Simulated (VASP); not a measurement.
# Al16P in VASP: further runs

Al16P is run at these levels: LDA; tasks: single point.

All numbers are computed with VASP 6.6.1; they aren't measurements. Logs are shortened: lines on timing, memory, paths and dates and some standing lists are left out, and cuts for length are marked.

## (1) The cell of the first run

The cell holds a slab with vacuum, 17 atoms: a = 8.100 Å, b = 5.728 Å, c = 15.296 Å, α = 90.00°, β = 90.00°, γ = 90.00°.

## (2) Single point, LDA

INCAR

```
PREC = Accurate ; ENCUT = 520
EDIFF = 1E-7 ; ISMEAR = -1
SIGMA = 0.05 ; LREAL = Auto
LASPH = T ; NELM = 60
ALGO = Normal ; ISIF = 2
LWAVE = F ; LCHARG = F
GGA = CA ; NBANDS = 40
```

KPOINTS

```
regular mesh
0
Gamma
  2 3 1
```

POSCAR

```
Al16P
1.0
    8.1000000000      0.0000000000      0.0000000000
    0.0000000000      5.7275650000      0.0000000000
    0.0000000000      0.0000000000     15.2956740000
Al P
16 1
Direct
    0.2500000000      0.2499999564      0.0653780278
    0.7500000000      0.2499999564      0.0653780278
    0.2500000000      0.7500000436      0.0653780278
    0.7500000000      0.7500000436      0.0653780278
    0.0008838272     -0.0032366285      0.1492323908
    0.4991283951     -0.0032977365      0.1491275899
    0.0006467901      0.5028997488      0.1490970584
    0.4993493827      0.5029205256      0.1489924537
    0.2500337037      0.2497976016      0.2517709909
    0.7498846914      0.2494066850      0.2304020732
    0.2499111111      0.7492012749      0.2468438462
    0.7500976543      0.7496780918      0.2335326969
   -0.0137770370     -0.0139226705      0.3267455883
    0.5137549383     -0.0143306973      0.3266381723
   -0.0142798765      0.5126070154      0.3267056424
    0.5142793827      0.5129195391      0.3266024760
    0.7490598765      1.2485314440      0.3839245005
```

Potentials or basis: VASP PAW LDA potentials, release 64 (Al, P).

Command:

```console
> cat potpaw_LDA.64/Al/POTCAR potpaw_LDA.64/P/POTCAR > POTCAR
> mpirun -np 1 vasp_std > vasp.out
```

OUTCAR:

```text
PREC = Accurate
   ENCUT = 520
   EDIFF = 1E-7
   ISMEAR = -1
   LREAL = Auto
   LASPH = T
   NELM = 60
   ISIF = 2
   GGA = CA

 ion  position               nearest neighbor table
   1  0.250  0.250  0.065-   8 2.80   7 2.80   6 2.80   5 2.80   9 2.85   3 2.86   3 2.86
   2  0.750  0.250  0.065-  10 2.52   8 2.80   7 2.80   6 2.81   5 2.81   4 2.86   4 2.86
   3  0.250  0.750  0.065-  11 2.78   6 2.78   5 2.78   8 2.78   7 2.78   1 2.86   1 2.86
   4  0.750  0.750  0.065-  12 2.57   8 2.79   7 2.79   6 2.79   5 2.79   2 2.86   2 2.86
   5  0.001  0.997  0.149-  13 2.72   3 2.78  10 2.79   4 2.79  12 2.79   1 2.80   2 2.81   7 2.83
                            11 2.88   7 2.90   9 2.94
   6  0.499  0.997  0.149-  14 2.72   3 2.78  10 2.79   4 2.79  12 2.79   1 2.80   2 2.81   8 2.83
                            11 2.88   8 2.90   9 2.94
   7  0.001  0.503  0.149-  15 2.72   3 2.78   4 2.79  10 2.79  12 2.79   1 2.80   2 2.80   5 2.83
                            11 2.88   5 2.90   9 2.94
   8  0.499  0.503  0.149-  16 2.72   3 2.78   4 2.79  10 2.79  12 2.79   1 2.80   2 2.80   6 2.83
                            11 2.88   6 2.90   9 2.94
   9  0.250  0.250  0.252-   1 2.85  16 2.86  13 2.86  14 2.86  15 2.86  11 2.86  11 2.87   5 2.94
                             6 2.94   7 2.94   8 2.94
  10  0.750  0.249  0.230-  17 2.35   2 2.52   6 2.79   5 2.79   8 2.79   7 2.79  16 2.84  15 2.84
                            14 2.85  13 2.85  12 2.86  12 2.87
  11  0.250  0.749  0.247-   3 2.78  14 2.81  13 2.81  16 2.81  15 2.81   9 2.86   9 2.87   7 2.88
                             5 2.88   8 2.88   6 2.88
  12  0.750  0.750  0.234-   4 2.57  16 2.74  15 2.74  14 2.74  13 2.74   7 2.79   5 2.79   8 2.79
                             6 2.79  10 2.86  10 2.87
  13  0.986  0.986  0.327-  17 2.59  15 2.71   5 2.72  12 2.74  11 2.81  10 2.85   9 2.86  15 3.02

  14  0.514  0.986  0.327-  17 2.58  16 2.71   6 2.72  12 2.74  11 2.81  10 2.85   9 2.86  16 3.02

  15  0.986  0.513  0.327-  17 2.59  13 2.71   7 2.72  12 2.74  11 2.81  10 2.84   9 2.86  13 3.02

  16  0.514  0.513  0.327-  17 2.58  14 2.71   8 2.72  12 2.74  11 2.81  10 2.84   9 2.86  14 3.02

  17  0.749  0.249  0.384-  10 2.35  14 2.58  16 2.58  13 2.59  15 2.59

  LATTYP: Found a simple orthorhombic cell.
 ALAT       =     5.7275650000
 B/A-ratio  =     1.4142135445
 C/A-ratio  =     2.6705369559

  Lattice vectors:

 A1 = (   0.0000000000,  -5.7275650000,   0.0000000000)
 A2 = (   8.1000000000,   0.0000000000,   0.0000000000)
 A3 = (   0.0000000000,   0.0000000000,  15.2956740000)

Analysis of symmetry for initial positions (statically):
=====================================================================
 Subroutine PRICEL returns:
 Original cell was already a primitive cell.

 Routine SETGRP: Setting up the symmetry group for a
 simple orthorhombic supercell.

 Subroutine GETGRP returns: Found  1 space group operations
 (whereof  1 operations were pure point group operations)
 out of a pool of  8 trial point group operations.

The static configuration has the point symmetry C_1 .

Analysis of symmetry for dynamics (positions and initial velocities):
=====================================================================
 Subroutine PRICEL returns:
 Original cell was already a primitive cell.

 Routine SETGRP: Setting up the symmetry group for a
 simple orthorhombic supercell.

 Subroutine GETGRP returns: Found  1 space group operations
 (whereof  1 operations were pure point group operations)
 out of a pool of  8 trial point group operations.

The dynamic configuration has the point symmetry C_1 .

 Subroutine INISYM returns: Found  1 space group operations
 (whereof  1 operations are pure point group operations),
 and found     1 'primitive' translations

----------------------------------------------------------------------------------------

                                     Primitive cell

  volume of cell :     709.6164

  direct lattice vectors                    reciprocal lattice vectors
     8.100000000  0.000000000  0.000000000     0.123456790  0.000000000  0.000000000
     0.000000000  5.727565000  0.000000000     0.000000000  0.174594265  0.000000000
     0.000000000  0.000000000 15.295674000     0.000000000  0.000000000  0.065377962

  length of vectors
     8.100000000  5.727565000 15.295674000     0.123456790  0.174594265  0.065377962

  position of ions in fractional coordinates (direct lattice)
     0.250000000  0.249999956  0.065378028
     0.750000000  0.249999956  0.065378028
     0.250000000  0.750000044  0.065378028
     0.750000000  0.750000044  0.065378028
     0.000883827  0.996763372  0.149232391
     0.499128395  0.996702263  0.149127590
[... 9 lines left out ...]
     0.514279383  0.512919539  0.326602476
     0.749059876  0.248531444  0.383924501

  ion indices of the primitive-cell ions
   primitive index   ion index
                 1           1
                 2           2
                 3           3
                 4           4
                 5           5
                 6           6
[... 9 lines left out ...]
                16          16
                17          17

----------------------------------------------------------------------------------------

 KPOINTS: regular mesh

Automatic generation of k-mesh.
 Grid dimensions read from file:
 generate k-points for:    2    3    1

 Generating k-lattice:

  Cartesian coordinates                     Fractional coordinates (reciprocal lattice)
     0.061728395  0.000000000  0.000000000     0.500000000  0.000000000  0.000000000
     0.000000000  0.058198088  0.000000000     0.000000000  0.333333333  0.000000000
     0.000000000  0.000000000  0.065377962     0.000000000  0.000000000  1.000000000

  Length of vectors
     0.061728395  0.058198088  0.065377962

  Shift w.r.t. Gamma in fractional coordinates (k-lattice)
     0.000000000  0.000000000  0.000000000

 Subroutine IBZKPT returns following result:
 ===========================================

 Found      4 irreducible k-points:

 Following reciprocal coordinates:
            Coordinates               Weight
  0.000000  0.000000  0.000000      1.000000
  0.500000  0.000000  0.000000      1.000000
  0.000000  0.333333  0.000000      2.000000
  0.500000  0.333333  0.000000      2.000000
   k-points           NKPTS =      4   k-points in BZ     NKDIM =      4   number of bands    NBANDS=     40
   number of dos      NEDOS =    301   number of ions     NIONS =     17
   total plane-waves  NPLWV = 345600
   dimension x,y,z NGX =    60 NGY =   48 NGZ =  120
   dimension x,y,z NGXF=   120 NGYF=   96 NGZF=  240
   ions per type =              16   1
   NGX,Y,Z   is equivalent  to a cutoff of  12.31, 13.93, 13.04 a.u.
   NGXF,Y,Z  is equivalent  to a cutoff of  24.63, 27.86, 26.09 a.u.
 SYSTEM =  unknown system
   PREC   = accura    normal or accurate (medium, high low for compatibility)
   ISTART =      0    job   : 0-new  1-cont  2-samecut
   ICHARG =      2    charge: 1-file 2-atom 10-const
   ISPIN  =      1    spin polarized calculation?
   LNONCOLLINEAR =      F non collinear calculations
   LSORBIT =      F    spin-orbit coupling
   LASPH  =      T    aspherical Exc in radial PAW
   ENCUT  =  520.0 eV  38.22 Ry    6.18 a.u.  15.06 10.65 28.44*2*pi/ulx,y,z
   NELM   =     60;   NELMIN=  2; NELMDL= -5     # of ELM steps
   EDIFF  = 0.1E-06   stopping-criterion for ELM
   LREAL  =      T    real-space projection
   EDIFFG = 0.1E-05   stopping-criterion for IOM
   NSW    =      0    number of steps for IOM
   IBRION =     -1    ionic relax: 0-MD 1-quasi-New 2-CG
   NFREE  =      0    steps in history (QN), initial steepest desc. (CG)
   ISIF   =      2    stress and relaxation
   ISYM   =      2    0-nonsym 1-usesym 2-fastsym
   POTIM  = 0.5000    time-step for ionic-motion
   TEBEG  =    0.0;   TEEND  =   0.0 temperature during run
   PSTRESS=    0.0 pullay stress
   NELECT =      53.0000    total number of electrons
   NUPDOWN=      -1.0000    fix difference up-down
   EMIN   =  10.00;   EMAX   =-10.00  energy-range for DOS
   EFERMI =   0.00;   METHOD = LEGACY
   ISMEAR =    -1;   SIGMA  =   0.05  broadening in eV -4-tet -1-fermi 0-gaus
   EFERMI_NEDOS =   21; number of points for ismear=-14 and -15
   IALGO  =     38    algorithm
   IMIX   =      4    mixing-type and parameters
     AMIX     =   0.40;   BMIX     =  1.00
     AMIX_MAG =   1.60;   BMIX_MAG =  1.00
  volume/ion in A,a.u.               =      41.74       281.69
  Fermi-wavevector in a.u.,A,eV,Ry     =   0.689433  1.302840  6.467097  0.475318
  Thomas-Fermi vector in A             =   1.770517
   LORBIT       =      0    0 simple, 1 ext, 2 COOP (PROOUT), +10 PAW based schemes
   GGA     = CA    functional components
   LHFCALC =     F    Hartree Fock is set to
   AEXX    =    0.0000 exact exchange contribution
   IVDW    =     0    specifies the selected vdW correction
   LEPSILON=     F    determine dielectric tensor
   LRPA    =     F    only Hartree local field effects (RPA)
 non-spin polarized calculation
  energy-cutoff  :      520.00
  volume of cell :      709.62
 maximum number of plane-waves:     19139
   NGX = 31   NGY = 21   NGZ = 57

 number of electron      52.9999999 magnetization

 Free energy of the ion-electron system (eV)
  ---------------------------------------------------
  ext. energy  EPLUGINS =         0.00000000
  ---------------------------------------------------
  free energy    TOTEN  =       -67.50029881 eV

  energy without entropy =      -67.45177784  energy(sigma->0) =      -67.47603833

 E-fermi :   0.3591     XC(G=0):  -5.3032

 val. band max:        0.3117359230   @ k =   0.0000   0.3333   0.0000
 cond. band min:       0.5160389877   @ k =   0.0000   0.0000   0.0000
 fundamental gap:      0.2043030647
 Fermi energy:         0.3590804959

 k-point     1 :       0.0000    0.0000    0.0000
  band No.  band energies     occupation
      1     -11.0580      2.00000
      2      -9.4216      2.00000
      3      -7.7526      2.00000
      4      -7.6270      2.00000
      5      -6.7660      2.00000
      6      -5.6594      2.00000
[... 30 lines left out ...]
     37       2.3305      0.00000
     38       2.9851      0.00000
[... 121 lines left out ...]
     37       2.9360      0.00000
     38       3.2551      0.00000
 [bands above 38 left out]

------------------------ aborting loop because EDIFF is reached ----------------------------------------

  FORCE on cell =-STRESS in cart. coord.  units (eV):
  Direction    XX          YY          ZZ          XY          YZ          ZX
  --------------------------------------------------------------------------------------
  -------------------------------------------------------------------------------------
  Total       -2.0019000    -14.4831167      0.1123879     -0.0010415      0.0335521     -0.0020521
  in kB       -4.5199049    -32.7000901      0.2537502     -0.0023516      0.0757542     -0.0046333
  external PRESSURE =     -12.3220816 kB  Pullay stress =       0.0000000 kB

 VOLUME and BASIS-vectors are now :
 -----------------------------------------------------------------------------
  energy-cutoff  :      520.00
  volume of cell :      709.62
      direct lattice vectors                 reciprocal lattice vectors
     8.100000000  0.000000000  0.000000000     0.123456790  0.000000000  0.000000000
     0.000000000  5.727565000  0.000000000     0.000000000  0.174594265  0.000000000
     0.000000000  0.000000000 15.295674000     0.000000000  0.000000000  0.065377962

 POSITION                                       TOTAL-FORCE (eV/Angst)
 -----------------------------------------------------------------------------------
      2.02500      1.43189      1.00000         0.001023     -0.002724      0.437255
      6.07500      1.43189      1.00000        -0.000058     -0.001525     -0.435837
      2.02500      4.29567      1.00000         0.000375      0.002073      0.238778
      6.07500      4.29567      1.00000        -0.000768     -0.000457     -0.270836
      0.00716      5.70903      2.28261         0.000933     -0.001221     -0.003258
      4.04294      5.70868      2.28101        -0.000980     -0.000401     -0.002253
[... 9 lines left out ...]
      4.16566      2.93778      4.99561         0.003388     -0.003016     -0.002566
      6.06738      1.42348      5.87238         0.003052      0.005195      0.014967
 -----------------------------------------------------------------------------------
    total drift:                                0.000265     -0.004311      0.000587

  FREE ENERGIE OF THE ION-ELECTRON SYSTEM (eV)
  ---------------------------------------------------
  free  energy   TOTEN  =       -67.5002988132 eV

  energy  without entropy=      -67.4517778380  energy(sigma->0) =      -67.47603833
```

It took 93 s on 1 thread of Intel Xeon 6975P-C (Granite Rapids), shared host; peak memory 0.52 GiB.

Results:

* Free energy: -67.5003 eV
* Largest force: 0.437 eV/Å

Forces on the atoms (eV/Å):
```
Al   0.001 -0.003  0.437
Al   0.000 -0.002 -0.436
Al   0.000  0.002  0.239
Al  -0.001  0.000 -0.271
Al   0.001 -0.001 -0.003
Al  -0.001  0.000 -0.002
Al   0.003  0.000  0.001
Al  -0.003  0.000  0.002
Al   0.000 -0.004  0.007
Al   0.000  0.001  0.008
Al   0.001  0.002  0.004
Al   0.000 -0.004  0.010
Al  -0.011  0.003 -0.003
Al   0.009  0.006 -0.003
Al  -0.006 -0.003 -0.001
Al   0.003 -0.003 -0.003
P    0.003  0.005  0.015
```

Caveat: the k points lie up to 0.39 Å⁻¹ apart.

## (3) Single point, LDA

INCAR

```
SYSTEM = Al16P
PREC     = Accurate       ! precision mode
ENCUT    = 520            ! plane-wave cutoff, eV
EDIFF    = 1E-7           ! SCF threshold, eV
ISMEAR   = -1             ! smearing method
SIGMA    = 0.05           ! smearing width, eV
LREAL    = Auto         
LASPH    = .TRUE.         ! aspherical terms in the spheres
NELM     = 100            ! most SCF steps
ALGO     = Normal         ! electronic algorithm
ISIF     = 2              ! what is computed and relaxed
LWAVE    = .FALSE.        ! write WAVECAR
LCHARG   = .FALSE.        ! write CHGCAR
GGA      = CA             ! functional
NBANDS   = 40             ! bands
```

KPOINTS

```
regular mesh
0
G
  2 3 1
  0 0 0
```

POSCAR

```
Al16P
1.0
    8.1000000000      0.0000000000      0.0000000000
    0.0000000000      5.7275650000      0.0000000000
    0.0000000000      0.0000000000     15.2956740000
Al P
16 1
Direct
    0.2500000000      0.2500000000      0.0653780000
    0.7500000000      0.2500000000      0.0653780000
    0.2500000000      0.7500000000      0.0653780000
    0.7500000000      0.7500000000      0.0653780000
    0.0006468534      0.0028997086      0.1490970289
    0.4993494208      0.0029205416      0.1489924597
    0.0008838485      0.4967634413      0.1492324207
    0.4991283929      0.4967022978      0.1491276201
    0.2499111444      0.2492012031      0.2468438545
    0.7500976544      0.2496781344      0.2335326850
    0.2500336944      0.7497976787      0.2517710138
    0.7498847388      0.7494066224      0.2304020637
   -0.0142798847      0.0126070544      0.3267056516
    0.5142794306      0.0129195861      0.3266025023
   -0.0137769804      0.4860774202      0.3267455619
    0.5137549735      0.4856693985      0.3266381588
    0.7490598697      0.7485315020      0.3839244986
```

Potentials or basis: VASP PAW LDA potentials, release 64 (Al, P).

Command:

```console
> cat potpaw_LDA.64/Al/POTCAR potpaw_LDA.64/P/POTCAR > POTCAR
> mpirun -np 1 vasp_std > vasp.out
```

Wall time 2.6 min (1 thread of Intel Xeon 6975P-C (Granite Rapids), shared host); peak memory 0.52 GiB.

The run converged. Its results:

```yaml
Free_energy: -67.5003 eV
Largest_force: 0.437 eV/Å
```

Forces on the atoms (eV/Å):
```
Al   0.000  0.002  0.239
Al  -0.001  0.000 -0.271
Al   0.001 -0.003  0.437
Al   0.000 -0.002 -0.436
Al   0.003  0.000  0.001
Al  -0.003  0.000  0.002
Al   0.001 -0.001 -0.003
Al  -0.001  0.000 -0.002
Al   0.001  0.002  0.004
Al   0.000 -0.004  0.010
Al   0.000 -0.004  0.007
Al   0.000  0.001  0.008
Al  -0.006 -0.003 -0.001
Al   0.003 -0.003 -0.003
Al  -0.011  0.003 -0.003
Al   0.009  0.006 -0.003
P    0.003  0.005  0.015
```

Levels at points of the mesh, in eV from the Fermi level:
| k point | band 25 | band 26 | band 27 | band 28 | band 29 | band 30 |
| --- | --- | --- | --- | --- | --- | --- |
| (0.00, 0.00, 0.00) | -0.76 | -0.50 | -0.16 | 0.16 | 0.91 | 1.01 |
| (0.50, 0.00, 0.00) | -0.71 | -0.57 | -0.06 | 0.31 | 0.32 | 0.64 |

Caveat: the k points lie up to 0.39 Å⁻¹ apart.

## (4) Single point, LDA

INCAR

```
ALGO = Normal
EDIFF = 1E-6
ENCUT = 520
ISIF = 2
ISMEAR = -1
LASPH = True
LCHARG = False
LREAL = Auto
LWAVE = False
NBANDS = 40
NELM = 60
PREC = Accurate
SIGMA = 0.05
```

KPOINTS

```
k-points
0
Gamma
  2 3 1
```

POSCAR

```
Al16P
1.0
    8.1000000000      0.0000000000      0.0000000000
    0.0000000000      5.7275650000      0.0000000000
    0.0000000000      0.0000000000     15.2956740000
Al P
16 1
Direct
    0.2500000000      0.2499999564      0.0653780278
    0.7500000000      0.2499999564      0.0653780278
    0.2500000000      0.7500000436      0.0653780278
    0.7500000000      0.7500000436      0.0653780278
    0.0006467901      0.0028996615      0.1490970584
    0.4993493827      0.0029206129      0.1489924537
    0.0008838272      0.4967634588      0.1492323908
    0.4991283951      0.4967023508      0.1491275899
    0.2499111111      0.2492011876      0.2468438462
    0.7500976543      0.2496781791      0.2335326969
    0.2500337037      0.7497976889      0.2517709909
    0.7498846914      0.7494065977      0.2304020732
   -0.0142798765      0.0126071027      0.3267056424
    0.5142793827      0.0129196264      0.3266024760
   -0.0137770370      0.4860774168      0.3267455883
    0.5137549383      0.4856693900      0.3266381723
    0.7490598765      0.7485315313      0.3839245005
```

Command:

```console
> cat potpaw_LDA.64/Al/POTCAR potpaw_LDA.64/P/POTCAR > POTCAR
> mpirun -np 1 vasp_std > vasp.out
```

Run time: 2.2 min. Hardware: 1 thread of Intel Xeon 6975P-C (Granite Rapids), shared host; peak memory 0.52 GiB.

Results (log left out):

| Quantity | Value |
| --- | --- |
| Free energy | -67.5003 eV |
| Largest force | 0.437 eV/Å |

Forces in eV/Å, atoms in the order of the input:
```
Al   0.000  0.002  0.239
Al  -0.001  0.000 -0.271
Al   0.001 -0.003  0.437
Al   0.000 -0.002 -0.436
Al   0.003  0.000  0.001
Al  -0.003  0.000  0.002
Al   0.001 -0.001 -0.003
Al  -0.001  0.000 -0.002
Al   0.001  0.002  0.004
Al   0.000 -0.004  0.010
Al   0.000 -0.004  0.007
Al   0.000  0.001  0.008
Al  -0.006 -0.003 -0.001
Al   0.003 -0.003 -0.003
Al  -0.011  0.003 -0.003
Al   0.009  0.006 -0.003
P    0.003  0.005  0.015
```

Levels at points of the mesh, in eV from the Fermi level:
```tsv
k point	band 25	band 26	band 27	band 28	band 29	band 30
(0.00, 0.00, 0.00)	-0.76	-0.50	-0.16	0.16	0.91	1.01
(0.50, 0.00, 0.00)	-0.71	-0.57	-0.06	0.31	0.32	0.64
```

Caveat: the k points lie up to 0.39 Å⁻¹ apart.

[end of part 1 of 2]
